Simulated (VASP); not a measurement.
# Os (P6_3/mmc) in VASP: notebook, part 2 of 2

VASP 6.6.1.

## (3) Single point, PBE (equal xx and yy strain of +1 %)

The input, INCAR:

```
SYSTEM = Os
PREC = Accurate
ENCUT = 520
EDIFF = 1E-7
ISMEAR = -1
SIGMA = 0.05
LREAL = .False.
LASPH = .True.
NELM = 60
ALGO = Normal
ISIF = 2
LWAVE = .False.
LCHARG = .False.
GGA = PE
NBANDS = 15
```

The input, KPOINTS:

```
regular mesh
0
Gamma
  15 15 9
  0 0 0
```

The input, POSCAR:

```
Os
1.0
    2.7614409753      0.0000000000      0.0000000000
   -1.3807204877      2.3914780356      0.0000000000
    0.0000000000      0.0000000000      4.3197000000
Os
2
Direct
    0.3333333333      0.6666666667      0.2500000000
    0.6666666667      0.3333333333      0.7500000000
```

Potentials or basis: VASP PAW PBE potentials, release 64 (Os).

Run with:

```
$ cat potpaw_PBE.64/Os/POTCAR > POTCAR
$ mpirun -np 1 vasp_std > vasp.out
```

OUTCAR:

```text
SYSTEM = Os
   PREC = Accurate
   ENCUT = 520
   EDIFF = 1E-7
   ISMEAR = -1
   LREAL = .False.
   LASPH = .True.
   NELM = 60
   ISIF = 2
   GGA = PE

 ion  position               nearest neighbor table
   1  0.333  0.667  0.250-   2 2.68   2 2.68   2 2.68   2 2.68   2 2.68   2 2.68
   2  0.667  0.333  0.750-   1 2.68   1 2.68   1 2.68   1 2.68   1 2.68   1 2.68

  LATTYP: Found a hexagonal cell.
 ALAT       =     2.7614409753
 C/A-ratio  =     1.5642919905

  Lattice vectors:

 A1 = (   2.7614409753,   0.0000000000,   0.0000000000)
 A2 = (  -1.3807204877,   2.3914780356,   0.0000000000)
 A3 = (   0.0000000000,   0.0000000000,   4.3197000000)

Analysis of symmetry for initial positions (statically):
=====================================================================
 Subroutine PRICEL returns:
 Original cell was already a primitive cell.

 Routine SETGRP: Setting up the symmetry group for a
 hexagonal supercell.

 Subroutine GETGRP returns: Found 24 space group operations
 (whereof 12 operations were pure point group operations)
 out of a pool of 24 trial point group operations.

The static configuration has the point symmetry D_3d.
 The point group associated with its full space group is D_6h.

Analysis of symmetry for dynamics (positions and initial velocities):
=====================================================================
 Subroutine PRICEL returns:
 Original cell was already a primitive cell.

 Routine SETGRP: Setting up the symmetry group for a
 hexagonal supercell.

 Subroutine GETGRP returns: Found 24 space group operations
 (whereof 12 operations were pure point group operations)
 out of a pool of 24 trial point group operations.

The dynamic configuration has the point symmetry D_3d.
 The point group associated with its full space group is D_6h.

 Subroutine INISYM returns: Found 24 space group operations
 (whereof 12 operations are pure point group operations),
 and found     1 'primitive' translations

----------------------------------------------------------------------------------------

                                     Primitive cell

  volume of cell :      28.5270

  direct lattice vectors                    reciprocal lattice vectors
     2.761440975  0.000000000  0.000000000     0.362129775  0.209075723  0.000000000
    -1.380720488  2.391478036  0.000000000     0.000000000  0.418151447  0.000000000
     0.000000000  0.000000000  4.319700000     0.000000000  0.000000000  0.231497558

  length of vectors
     2.761440975  2.761440975  4.319700000     0.418151447  0.418151447  0.231497558

  position of ions in fractional coordinates (direct lattice)
     0.333333333  0.666666667  0.250000000
     0.666666667  0.333333333  0.750000000

  ion indices of the primitive-cell ions
   primitive index   ion index
                 1           1
                 2           2

----------------------------------------------------------------------------------------

 KPOINTS: regular mesh

Automatic generation of k-mesh.
 Grid dimensions read from file:
 generate k-points for:   15   15    9

[... 25 lines left out ...]
  0.333333  0.000000  0.000000      6.000000
[... 16 lines left out ...]
  0.333333  0.200000  0.000000     12.000000
  0.400000  0.200000  0.000000      6.000000
 [... further k-points ...]
   k-points           NKPTS =    135   k-points in BZ     NKDIM =    135   number of bands    NBANDS=     15
   number of dos      NEDOS =    301   number of ions     NIONS =      2
   total plane-waves  NPLWV =  18432
   dimension x,y,z NGX =    24 NGY =   24 NGZ =   32
   dimension x,y,z NGXF=    48 NGYF=   48 NGZF=   64
   ions per type =               2
   NGX,Y,Z   is equivalent  to a cutoff of  14.45, 14.45, 12.32 a.u.
   NGXF,Y,Z  is equivalent  to a cutoff of  28.90, 28.90, 24.63 a.u.
 SYSTEM =  Os
   PREC   = accura    normal or accurate (medium, high low for compatibility)
   ISTART =      0    job   : 0-new  1-cont  2-samecut
   ICHARG =      2    charge: 1-file 2-atom 10-const
   ISPIN  =      1    spin polarized calculation?
   LNONCOLLINEAR =      F non collinear calculations
   LSORBIT =      F    spin-orbit coupling
   LASPH  =      T    aspherical Exc in radial PAW
   ENCUT  =  520.0 eV  38.22 Ry    6.18 a.u.   5.13  5.13  8.03*2*pi/ulx,y,z
   NELM   =     60;   NELMIN=  2; NELMDL= -5     # of ELM steps
   EDIFF  = 0.1E-06   stopping-criterion for ELM
   LREAL  =      F    real-space projection
   EDIFFG = 0.1E-05   stopping-criterion for IOM
   NSW    =      0    number of steps for IOM
   IBRION =     -1    ionic relax: 0-MD 1-quasi-New 2-CG
   NFREE  =      0    steps in history (QN), initial steepest desc. (CG)
   ISIF   =      2    stress and relaxation
   ISYM   =      2    0-nonsym 1-usesym 2-fastsym
   POTIM  = 0.5000    time-step for ionic-motion
   TEBEG  =    0.0;   TEEND  =   0.0 temperature during run
   PSTRESS=    0.0 pullay stress
   NELECT =      16.0000    total number of electrons
   NUPDOWN=      -1.0000    fix difference up-down
   EMIN   =  10.00;   EMAX   =-10.00  energy-range for DOS
   EFERMI =   0.00;   METHOD = LEGACY
   ISMEAR =    -1;   SIGMA  =   0.05  broadening in eV -4-tet -1-fermi 0-gaus
   EFERMI_NEDOS =   21; number of points for ismear=-14 and -15
   IALGO  =     38    algorithm
   IMIX   =      4    mixing-type and parameters
     AMIX     =   0.40;   BMIX     =  1.00
     AMIX_MAG =   1.60;   BMIX_MAG =  1.00
  volume/ion in A,a.u.               =      14.26        96.25
  Fermi-wavevector in a.u.,A,eV,Ry     =   1.350091  2.551301 24.799946  1.822745
  Thomas-Fermi vector in A             =   2.477624
   LORBIT       =      0    0 simple, 1 ext, 2 COOP (PROOUT), +10 PAW based schemes
   GGA     = PE    functional components
   LHFCALC =     F    Hartree Fock is set to
   AEXX    =    0.0000 exact exchange contribution
   IVDW    =     0    specifies the selected vdW correction
   LEPSILON=     F    determine dielectric tensor
   LRPA    =     F    only Hartree local field effects (RPA)
 non-spin polarized calculation
  energy-cutoff  :      520.00
  volume of cell :       28.53
 maximum number of plane-waves:       780
 NGX is ok and might be reduce to    24
   NGX = 11   NGY = 11   NGZ = 17

 number of electron      15.9999998 magnetization

 Free energy of the ion-electron system (eV)
  ---------------------------------------------------
  ext. energy  EPLUGINS =         0.00000000
  ---------------------------------------------------
  free energy    TOTEN  =       -22.50400852 eV

  energy without entropy =      -22.49507246  energy(sigma->0) =      -22.49954049

 E-fermi :   9.1666     XC(G=0): -13.9450

 val. band max:        9.1307497324   @ k =   0.0667   0.0667   0.3333
 cond. band min:       9.1672687131   @ k =   0.2667   0.0667   0.0000
 fundamental gap:      0.0365189807
 Fermi energy:         9.1666191502

 k-point     1 :       0.0000    0.0000    0.0000
  band No.  band energies     occupation
      1      -1.5918      2.00000
      2       1.5787      2.00000
      3       6.1921      2.00000
      4       6.1921      2.00000
      5       6.5644      2.00000
      6       7.0341      2.00000
      7       7.0341      2.00000
      8       7.5657      2.00000
      9       7.5657      2.00000
     10       9.3134      0.10092
     11      10.8097      0.00000
     12      10.8097      0.00000
     13      18.1440      0.00000
     14      23.1657      0.00000
[... 401 lines left out ...]
      2       3.2042      2.00000
      3       3.2065      2.00000
      4       5.2354      2.00000
      5       5.5721      2.00000
      6       6.3540      2.00000
      7       7.6351      2.00000
      8      10.5973      0.00000
      9      11.1563      0.00000
     10      11.4345      0.00000
     11      14.0226      0.00000
     12      14.6654      0.00000
     13      17.2681      0.00000
     14      20.3255      0.00000
     15      22.8698      0.00000

 [... further k-points ...]

------------------------ aborting loop because EDIFF is reached ----------------------------------------

  FORCE on cell =-STRESS in cart. coord.  units (eV):
  Direction    XX          YY          ZZ          XY          YZ          ZX
  --------------------------------------------------------------------------------------
  -------------------------------------------------------------------------------------
  Total       -0.2843215     -0.2843215      0.7801840      0.0000000     -0.0000000      0.0000000
  in kB      -15.9685141    -15.9685141     43.8179306      0.0000000     -0.0000000      0.0000000
  external PRESSURE =       3.9603008 kB  Pullay stress =       0.0000000 kB

 VOLUME and BASIS-vectors are now :
 -----------------------------------------------------------------------------
  energy-cutoff  :      520.00
  volume of cell :       28.53
      direct lattice vectors                 reciprocal lattice vectors
     2.761440975  0.000000000  0.000000000     0.362129775  0.209075723  0.000000000
    -1.380720488  2.391478036  0.000000000     0.000000000  0.418151447  0.000000000
     0.000000000  0.000000000  4.319700000     0.000000000  0.000000000  0.231497558

 POSITION                                       TOTAL-FORCE (eV/Angst)
 -----------------------------------------------------------------------------------
     -0.00000      1.59432      1.07993         0.000000      0.000000      0.000000
      1.38072      0.79716      3.23977        -0.000000      0.000000      0.000000
 -----------------------------------------------------------------------------------
    total drift:                                0.000000     -0.000000     -0.000000

  FREE ENERGIE OF THE ION-ELECTRON SYSTEM (eV)
  ---------------------------------------------------
  free  energy   TOTEN  =       -22.5040085222 eV

  energy  without entropy=      -22.4950724639  energy(sigma->0) =      -22.49954049
```

OSZICAR:

```text
N       E                     dE             d eps       ncg     rms          rms(c)
DAV:   1     0.100395516520E+03    0.10040E+03   -0.73917E+03  4050   0.102E+03
DAV:   2    -0.192307558640E+02   -0.11963E+03   -0.10437E+03  4099   0.324E+02
DAV:   3    -0.238980686095E+02   -0.46673E+01   -0.44993E+01  5583   0.561E+01
DAV:   4    -0.239346465257E+02   -0.36578E-01   -0.36427E-01  4408   0.512E+00
DAV:   5    -0.239348458932E+02   -0.19937E-03   -0.19936E-03  5513   0.349E-01    0.223E+01
DAV:   6    -0.228290332507E+02    0.11058E+01   -0.93515E-01  5121   0.825E+00    0.997E+00
DAV:   7    -0.225121483748E+02    0.31688E+00   -0.63139E-01  5233   0.663E+00    0.502E-01
DAV:   8    -0.225066978478E+02    0.54505E-02   -0.63129E-03  4155   0.588E-01    0.323E-01
DAV:   9    -0.225040065058E+02    0.26913E-02   -0.15724E-03  4890   0.392E-01    0.472E-02
DAV:  10    -0.225040304725E+02   -0.23967E-04   -0.60227E-05  5254   0.665E-02    0.106E-02
DAV:  11    -0.225040098250E+02    0.20648E-04   -0.37225E-06  4631   0.202E-02    0.136E-03
DAV:  12    -0.225040087972E+02    0.10278E-05   -0.10016E-07  4222   0.335E-03    0.874E-04
DAV:  13    -0.225040085830E+02    0.21421E-06   -0.88839E-09  2809   0.831E-04    0.263E-04
DAV:  14    -0.225040085222E+02    0.60762E-07   -0.22475E-09  2445   0.587E-04
   1 F= -.22504009E+02 E0= -.22499540E+02  d E =-.893606E-02
```

Run time: 95 s. Hardware: 1 thread of AMD EPYC 7R13, shared host; peak memory 0.16 GiB.

What came out:

```
Free energy            : -22.5040 eV
Pressure               : 0.4 GPa
Band gap on the k mesh : zero (bands 8 and 9 overlap by 3.67 eV)
```

Caveat: the cell differs from its parent crystal (equal xx and yy strain of +1 %); the stress differs along the axes, from -2 to 4 GPa; spin-orbit coupling is left out, which moves the levels of the heavy elements.

## (4) Single point, PBE (equal xx and yy strain of +3 %)

The input, INCAR:

```
PREC = Accurate ; ENCUT = 520
EDIFF = 1E-6 ; ISMEAR = -1
SIGMA = 0.05 ; LREAL = F
LASPH = T ; NELM = 60
ALGO = Normal ; ISIF = 2
LWAVE = F ; LCHARG = F
GGA = PE ; NBANDS = 15
```

The input, KPOINTS:

```
Automatic mesh
0
Gamma
  15 15 9
```

The input, POSCAR:

```
Os
1.0
    2.8161229748      0.0000000000      0.0000000000
   -1.4080614874      2.4388340364      0.0000000000
    0.0000000000      0.0000000000      4.3197000000
Os
2
Direct
    0.3333333333      0.6666666667      0.2500000000
    0.6666666667      0.3333333333      0.7500000000
```

Run with:

```
$ cat potpaw_PBE.64/Os/POTCAR > POTCAR
$ mpirun -np 1 vasp_std > vasp.out
```

Run time: 66 s. Hardware: 1 thread of AMD EPYC 7R13, shared host; peak memory 0.15 GiB.

The run converged. Its results:

```
Free energy            : -22.4326 eV
Pressure               : -13.5 GPa
Band gap on the k mesh : zero (bands 8 and 9 overlap by 3.49 eV)
```

Stress tensor (GPa, compression positive):
```
-17.94   0.00   0.00
  0.00 -17.94   0.00
  0.00   0.00  -4.48
```

Levels at points of the mesh, in eV from the Fermi level:
| k point | band 4 | band 5 | band 6 | band 7 | band 8 | band 9 | band 10 | band 11 | band 12 | band 13 |
| --- | --- | --- | --- | --- | --- | --- | --- | --- | --- | --- |
| (0.00, 0.00, 0.00) | -2.83 | -2.25 | -1.99 | -1.99 | -1.68 | -1.68 | 0.37 | 1.54 | 1.54 | 8.77 |

Caveat: the cell differs from its parent crystal (equal xx and yy strain of +3 %); the stress differs along the axes, from -18 to -4 GPa; spin-orbit coupling is left out, which moves the levels of the heavy elements.

## (5) The runs side by side

| cell | gap on the mesh (eV) | pressure (GPa) |
| --- | --- | --- |
| a = 2.679, b = 2.679, c = 4.320 Å, angles 90.0, 90.0, 120.0°, 2 atoms | none | 28.4 |
| a = 2.761, b = 2.761, c = 4.320 Å, angles 90.0, 90.0, 120.0°, 2 atoms | none | 0.4 |
| a = 2.816, b = 2.816, c = 4.320 Å, angles 90.0, 90.0, 120.0°, 2 atoms | none | -13.5 |

Alike in all rows: task single point; level PBE; potentials or basis VASP PAW PBE potentials, release 64 (Os); no spin polarisation; k mesh 15 × 15 × 9; cutoff (eV) 520; smearing fermi-dirac 0.05 eV.

Caveats: spin-orbit coupling is left out, which moves the levels of the heavy elements; the stress differs along the axes, from 20 to 33 GPa (at least some runs); the stress differs along the axes, from -2 to 4 GPa (at least some runs); the stress differs along the axes, from -18 to -4 GPa (at least some runs).

Total energies depend on the potentials used, so only differences within one code and one set of settings carry meaning.

The gap in the log of VASP goes by the Fermi energy; the results here count the filled bands.